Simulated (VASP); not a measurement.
# As (Pm-3m) in VASP: further runs, part 2 of 2

VASP 6.6.1.

### Step 3. Single point, PBEsol

This run uses another cell than the first one, of 19.43 Å³/atom, 1.010 times its volume.

The input, INCAR:

```
ALGO     = Normal         # electronic algorithm
EDIFF    = 1E-6           # SCF threshold, eV
ENCUT    = 520            # plane-wave cutoff, eV
GGA      = PS             # functional
ISIF     = 2              # what is computed and relaxed
ISMEAR   = 1              # smearing method
LASPH    = True           # aspherical terms in the spheres
LCHARG   = False          # write CHGCAR
LREAL    = False          # projectors in reciprocal space
LWAVE    = False          # write WAVECAR
NBANDS   = 8              # bands
NELM     = 100            # most SCF steps
PREC     = Accurate       # precision mode
SIGMA    = 0.1            # smearing width, eV
```

The input, KPOINTS:

```
k-points
0
Gamma
  16 16 16
```

The input, POSCAR:

```
As
1.0
    2.6884910589      0.0000000000      0.0000000000
    0.0000000000      2.6884910589      0.0000000000
    0.0000000000      0.0000000000      2.6884910589
As
1
Direct
    0.0000000000      0.0000000000      0.0000000000
```

Potentials or basis: VASP PAW PBE potentials, release 64 (As).

Started as:

```sh
$ cat potpaw_PBE.64/As/POTCAR > POTCAR
$ mpirun -np 1 vasp_std > vasp.out
```

OUTCAR:

```text
EDIFF = 1E-6
   ENCUT = 520
   GGA = PS
   ISIF = 2
   ISMEAR = 1
   LASPH = True
   LREAL = False
   NELM = 100
   PREC = Accurate

 ion  position               nearest neighbor table
   1  0.000  0.000  0.000-

  LATTYP: Found a simple cubic cell.
 ALAT       =     2.6884910589

  Lattice vectors:

 A1 = (   2.6884910589,   0.0000000000,   0.0000000000)
 A2 = (   0.0000000000,   2.6884910589,   0.0000000000)
 A3 = (   0.0000000000,   0.0000000000,   2.6884910589)

Analysis of symmetry for initial positions (statically):
=====================================================================
 Subroutine PRICEL returns:
 Original cell was already a primitive cell.

 Routine SETGRP: Setting up the symmetry group for a
 simple cubic supercell.

 Subroutine GETGRP returns: Found 48 space group operations
 (whereof 48 operations were pure point group operations)
 out of a pool of 48 trial point group operations.

The static configuration has the point symmetry O_h .

Analysis of symmetry for dynamics (positions and initial velocities):
=====================================================================
 Subroutine PRICEL returns:
 Original cell was already a primitive cell.

 Routine SETGRP: Setting up the symmetry group for a
 simple cubic supercell.

 Subroutine GETGRP returns: Found 48 space group operations
 (whereof 48 operations were pure point group operations)
 out of a pool of 48 trial point group operations.

The dynamic configuration has the point symmetry O_h .

 Subroutine INISYM returns: Found 48 space group operations
 (whereof 48 operations are pure point group operations),
 and found     1 'primitive' translations

----------------------------------------------------------------------------------------

                                     Primitive cell

  volume of cell :      19.4324

[... 101 lines left out ...]
   ISMEAR =     1;   SIGMA  =   0.10  broadening in eV -4-tet -1-fermi 0-gaus
   EFERMI_NEDOS =   21; number of points for ismear=-14 and -15
   IALGO  =     38    algorithm
   IMIX   =      4    mixing-type and parameters
     AMIX     =   0.40;   BMIX     =  1.00
     AMIX_MAG =   1.60;   BMIX_MAG =  1.00
  volume/ion in A,a.u.               =      19.43       131.14
  Fermi-wavevector in a.u.,A,eV,Ry     =   1.041253  1.967683 14.751541  1.084208
  Thomas-Fermi vector in A             =   2.175865
   LORBIT       =      0    0 simple, 1 ext, 2 COOP (PROOUT), +10 PAW based schemes
   GGA     = PS    functional components
   LHFCALC =     F    Hartree Fock is set to
   AEXX    =    0.0000 exact exchange contribution
   IVDW    =     0    specifies the selected vdW correction
   LEPSILON=     F    determine dielectric tensor
   LRPA    =     F    only Hartree local field effects (RPA)
 non-spin polarized calculation
 Methfessel and Paxton  Order N= 1 SIGMA  =   0.10
  energy-cutoff  :      520.00
  volume of cell :       19.43
 maximum number of plane-waves:       552
 NGX is ok and might be reduce to    20
   NGX =  9   NGY =  9   NGZ =  9

 number of electron       5.0000001 magnetization

 Free energy of the ion-electron system (eV)
  ---------------------------------------------------
  ext. energy  EPLUGINS =         0.00000000
  ---------------------------------------------------
  free energy    TOTEN  =        -5.03452173 eV

  energy without entropy =       -5.03441428  energy(sigma->0) =       -5.03448591

 E-fermi :   5.9891     XC(G=0): -10.6314

 val. band max:        5.9876925747   @ k =   0.1875   0.1875   0.1250
 cond. band min:       6.1513073966   @ k =   0.4375   0.2500   0.0000
 fundamental gap:      0.1636148219
 Fermi energy:         5.9891153285

 k-point     1 :       0.0000    0.0000    0.0000
  band No.  band energies     occupation
      1      -9.1459      2.00000
      2      10.2136      0.00000
      3      10.2136      0.00000
      4      10.2136      0.00000
      5      14.5205      0.00000
      6      14.5205      0.00000
      7      16.5490      0.00000
      8      31.1657      0.00000
[... 243 lines left out ...]
 k-point    24 :       0.5000    0.1250    0.0000
  band No.  band energies     occupation
      1      -5.6209      2.00000
      2      -0.8265      2.00000
      3      10.0293      0.00000
      4      12.8279      0.00000
      5      16.3116      0.00000
      6      18.7068      0.00000
      7      21.0716      0.00000
      8      21.6037      0.00000

 [... further k-points ...]
[... 5 lines left out ...]
  --------------------------------------------------------------------------------------
  -------------------------------------------------------------------------------------
  Total        0.0456380      0.0456380      0.0456380      0.0000000      0.0000000      0.0000000
  in kB        3.7628024      3.7628024      3.7628024      0.0000000      0.0000000      0.0000000
  external PRESSURE =       3.7628024 kB  Pullay stress =       0.0000000 kB

 VOLUME and BASIS-vectors are now :
 -----------------------------------------------------------------------------
  energy-cutoff  :      520.00
  volume of cell :       19.43
      direct lattice vectors                 reciprocal lattice vectors
     2.688491059  0.000000000  0.000000000     0.371955859  0.000000000  0.000000000
     0.000000000  2.688491059  0.000000000     0.000000000  0.371955859  0.000000000
     0.000000000  0.000000000  2.688491059     0.000000000  0.000000000  0.371955859

 POSITION                                       TOTAL-FORCE (eV/Angst)
 -----------------------------------------------------------------------------------
      0.00000      0.00000      0.00000         0.000000      0.000000      0.000000
 -----------------------------------------------------------------------------------
    total drift:                               -0.000000     -0.000000      0.000000

  FREE ENERGIE OF THE ION-ELECTRON SYSTEM (eV)
  ---------------------------------------------------
  free  energy   TOTEN  =        -5.0345217296 eV

  energy  without entropy=       -5.0344142773  energy(sigma->0) =       -5.03448591
```

stdout:

```text
POSCAR found type information on POSCAR As
 POSCAR found :  1 types and       1 ions
 scaLAPACK will be used
 -----------------------------------------------------------------------------
|                                                                             |
|                                                                             |
|     You enforced a specific xc type in the INCAR file but a different       |
|     I HOPE YOU KNOW WHAT YOU ARE DOING!                                     |
|                                                                             |
 -----------------------------------------------------------------------------

 LDA part: xc-table for (Slater+PW92), standard interpolation
 POSCAR, INCAR and KPOINTS ok, starting setup
 FFT: planning ... GRIDC
 FFT: planning ... GRID_SOFT
 FFT: planning ... GRID
 WAVECAR not read
 entering main loop
```

It took 14 s on 1 thread of Intel Xeon Platinum 8375C at 2.90GHz (Ice Lake), shared host; peak memory 0.14 GiB.

What came out:

- Free energy: -5.0345 eV
- Pressure: 0.4 GPa

Caveat: the PAW data sets were made with another functional, which shifts forces and pressure a little.

### Step 4. Single point, PBEsol

This run uses another cell than the first one, of 19.63 Å³/atom, 1.020 times its volume.

The input, INCAR:

```
PREC     = Accurate       # precision mode
ENCUT    = 520            # plane-wave cutoff, eV
EDIFF    = 1E-7           # SCF threshold, eV
ISMEAR   = 1              # smearing method
SIGMA    = 0.1            # smearing width, eV
LREAL    = False          # projectors in reciprocal space
LASPH    = True           # aspherical terms in the spheres
NELM     = 60             # most SCF steps
ALGO     = Normal         # electronic algorithm
ISIF     = 2              # what is computed and relaxed
LWAVE    = False          # write WAVECAR
LCHARG   = True           # write CHGCAR
GGA      = PS             # functional
LELF     = True           # ELF
LVHAR    = True         
NBANDS   = 8              # bands
```

The input, KPOINTS:

```
regular mesh
0
Gamma
  16 16 16
```

The input, POSCAR:

```
As
1.0
    2.6974229885      0.0000000000      0.0000000000
    0.0000000000      2.6974229885      0.0000000000
    0.0000000000      0.0000000000      2.6974229885
As
1
Direct
    0.0000000000      0.0000000000      0.0000000000
```

Started as:

```sh
$ cat potpaw_PBE.64/As/POTCAR > POTCAR
$ mpirun -np 1 vasp_std > vasp.out
```

Wall time 24 s (1 thread of Intel Xeon Platinum 8375C at 2.90GHz (Ice Lake), shared host); peak memory 0.14 GiB.

The run converged. Its results:

- Free energy: -5.0344 eV
- Pressure: -0.5 GPa

Levels at points of the mesh, in eV from the Fermi level:
```tsv
k point	band 1	band 2	band 3	band 4	band 5	band 6
(0.00, 0.00, 0.00)	-15.05	4.18	4.18	4.18	8.52	8.52
(0.50, 0.00, 0.00)	-11.86	-7.02	6.51	6.51	11.24	14.04
(0.50, 0.50, 0.00)	-8.54	-4.30	-4.30	2.39	8.70	16.58
(0.50, 0.50, 0.50)	-4.87	-1.82	-1.82	-1.82	5.89	5.89
```

Caveat: the PAW data sets were made with another functional, which shifts forces and pressure a little.

### Step 5. The runs side by side

| cell | gap on the mesh (eV) | pressure (GPa) |
| --- | --- | --- |
| a = 2.679 Å, 1 atom | none | 1.3 |
| a = 2.688 Å, 1 atom | none | 0.4 |
| a = 2.697 Å, 1 atom | none | -0.5 |

Alike in all rows: task single point; level PBEsol; potentials or basis VASP PAW PBE potentials, release 64 (As); no spin polarisation; k mesh 16 × 16 × 16; cutoff (eV) 520; smearing methfessel-paxton 0.1 eV.

Caveats: the PAW data sets were made with another functional, which shifts forces and pressure a little.

Total energies depend on the potentials used, so only differences within one code and one set of settings carry meaning.
